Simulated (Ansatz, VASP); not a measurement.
# One calculation of TiO2, two programs

```xyz
6
Lattice="2.7278 -2.7279 -0.0204 2.7278 2.7279 -0.0204 -2.6908 0.0000 4.9617" Properties=species:S:1:pos:R:3 pbc="T T T"
Ti    2.0551    2.0459    1.2201
Ti    0.7097   -2.0459    3.7010
O    -0.6566   -0.6819    3.3899
O     3.4214    0.6819    1.5311
O     2.0760   -0.6819    4.0120
O     0.6888    0.6819    0.9090
```

Alike in both runs: task single point; functional PBE; k mesh 6 × 6 × 6; occupations gaussian, width 0.05 eV; no spin polarisation; Hubbard terms Ti d U = 4.0 eV.

|  | VASP | Ansatz |
| --- | --- | --- |
| version | VASP 6.6.1 | Ansatz 0.2.0 |
| potentials or method | VASP PAW PBE potentials, release 64 (Ti_sv, O), cutoff 520 eV | scalar-relativistic, plane waves, PAW |
| valence electrons in the cell | 48 | 48 |

Ansatz gave:

| Property | Result |
| --- | --- |
| gap on the k mesh at the Fermi level (eV) | 2.07 |
| least direct gap on the mesh (eV) | 2.66 |
| pressure (GPa) | -9.2 |
| traceless stress, the component that is largest in VASP (GPa) | -7.57 |
| rms of the force components (eV/Å) | 0.637 |

Problem. Estimate VASP's values.

Solution. gap on the k mesh at the Fermi level (eV): 2.15; least direct gap on the mesh (eV): 2.74; pressure (GPa): -5.7; traceless stress, the component that is largest in VASP (GPa): -9.29; rms of the force components (eV/Å): 0.599.

The programs project onto different local orbitals, so the same U acts differently, and such runs can settle in different states. Atom by atom the forces differ by 0.038 eV/Å (rms over components).
